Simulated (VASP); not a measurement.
A run of VASP 6.6.1 is set up as follows.

Contents of POSCAR:

```
InAs
1.0
    3.0436690000      3.0436690000      0.0000000000
   -3.0436690000      3.0436690000      0.0000000000
    0.0000000000      0.0000000000      6.0821620000
In As
2 2
Direct
    0.0000000000      0.0000000000      0.0000000000
    0.5000000000      0.5000000000      0.5000000000
    0.5000000000      0.0000000000      0.2500000000
    0.0000000000      0.5000000000      0.7500000000
```

Contents of INCAR.step1:

```
SYSTEM = InAs
PREC = Accurate
ENCUT = 440
ISMEAR = -1
SIGMA = 0.05
LREAL = .FALSE.
LASPH = .TRUE.
NELM = 120
NBANDS = 26
GGA = PE
ALGO = Normal
EDIFF = 1E-5
LWAVE = .TRUE.
LCHARG = .FALSE.
GGA_COMPAT = .FALSE.
```

Contents of INCAR.step2:

```
SYSTEM = InAs
PREC = Accurate
ENCUT = 440
EDIFF = 1E-6
ISMEAR = -1
SIGMA = 0.05
LREAL = .FALSE.
LASPH = .TRUE.
NELM = 120
ALGO = Normal
ISIF = 2
LWAVE = .FALSE.
LCHARG = .FALSE.
METAGGA = R2SCAN
LMIXTAU = .TRUE.
NBANDS = 26
ISTART = 1
GGA_COMPAT = .FALSE.
```

File KPOINTS:

```
regular mesh
0
G
  4 4 2
  0 0 0
```

Potentials or basis: VASP PAW PBE potentials, release 64 (In_d, As).

Launch:

```bash
$ cat potpaw_PBE.64/In_d/POTCAR potpaw_PBE.64/As/POTCAR > POTCAR
$ cp INCAR.step1 INCAR
$ mpirun -np 1 vasp_std > vasp.out
$ cp INCAR.step2 INCAR
$ mpirun -np 1 vasp_std > vasp.out
```

Question: What does it give for the pressure?

Answer: 0.8 GPa.

Question: Predict the band gap on the k mesh.

Answer: 0.14 eV.

Stress tensor (GPa, compression positive):
```
1.02 0.00 0.00
0.00 1.02 0.00
0.00 0.00 0.41
```

Caveat: the k points lie up to 0.52 Å⁻¹ apart; the PAW data sets were made with another functional, which shifts forces and pressure a little; spin-orbit coupling is left out, which moves the levels of the heavy elements.
